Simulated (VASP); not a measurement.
Set up this calculation in VASP 6.6.1, as the native input.

```
Task                   : single point
Functional             : LDA
Potentials or basis    : VASP PAW LDA potentials, release 64 (Zr_sv)
Cutoff                 : 500 eV
k mesh                 : 10 × 10 × 10
Occupations            : fermi-dirac, width 0.05 eV
Spin                   : no spin polarisation
Dipole correction      : no
Further INCAR settings : ALGO = Normal; EDIFF = 1e-06; NBANDS = 12
```

The structure of Zr lies in POSCAR:

```
Zr
1.0
   -1.8454992086      1.8454992086      1.8454992086
    1.8454992086     -1.8454992086      1.8454992086
    1.8454992086      1.8454992086     -1.8454992086
Zr
1
Direct
    0.0000000000      0.0000000000      0.0000000000
```

The input as run:

INCAR

```
SYSTEM = Zr
PREC = Accurate ; ENCUT = 500
EDIFF = 1E-6 ; ISMEAR = -1
SIGMA = 0.05 ; LREAL = .False.
LASPH = .True. ; NELM = 120
ALGO = Normal ; ISIF = 2
LWAVE = .False. ; LCHARG = .False.
NBANDS = 12 ; GGA_COMPAT = .False.
```

KPOINTS

```
regular mesh
0
Gamma
  10 10 10
  0 0 0
```

Potentials or basis: VASP PAW LDA potentials, release 64 (Zr_sv).

Run with:

```bash
$ cat potpaw_LDA.64/Zr_sv/POTCAR > POTCAR
$ mpirun -np 1 vasp_std > vasp.out
```

Results of the run:

```
Pressure               : -13.1 GPa
Band gap on the k mesh : zero (band 6 reaches 8.72 eV, above the bottom of band 7 at 7.03 eV)
```

Run time: 8.9 s on 1 thread of Intel Xeon 6455B (shared host), peak memory 0.13 GiB.
